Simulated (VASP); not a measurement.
Here is a VASP 6.6.1 calculation.

The input INCAR:

```
SYSTEM = Yb
PREC = Accurate
ENCUT = 520
EDIFF = 1E-7
ISMEAR = 0
SIGMA = 0.15
LREAL = .FALSE.
LASPH = .TRUE.
NELM = 60
ALGO = Fast
ISIF = 2
LWAVE = .FALSE.
LCHARG = .FALSE.
GGA = PE
NBANDS = 18
```

File KPOINTS:

```
regular mesh
0
G
  16 16 16
  0 0 0
```

The input POSCAR:

```
Yb
1.0
    0.0000000000      2.8212154969      2.4174995593
    2.8212154969      0.0000000000      2.4174995593
    2.8212154969      2.8212154969      0.0000000000
Yb
1
Direct
    0.0000000000      0.0000000000      0.0000000000
```

Potentials or basis: VASP PAW PBE potentials, release 64 (Yb).

Run with:

```sh
$ cat potpaw_PBE.64/Yb/POTCAR > POTCAR
$ mpirun -np 1 vasp_std > vasp.out
```

Task: Predict the pressure.

Result: -1.7 GPa.

Task: What does it give for the band gap on the k mesh?

Result: Zero (bands 12 and 13 overlap by 0.25 eV).

Stress tensor (GPa, compression positive):
```
-1.72  0.00  0.00
 0.00 -1.72  0.00
 0.00  0.00 -1.64
```

Caveat: spin-orbit coupling is left out, which moves the levels of the heavy elements. Spin polarisation is off, so any magnetic state and its effect on volume and gap are missing.
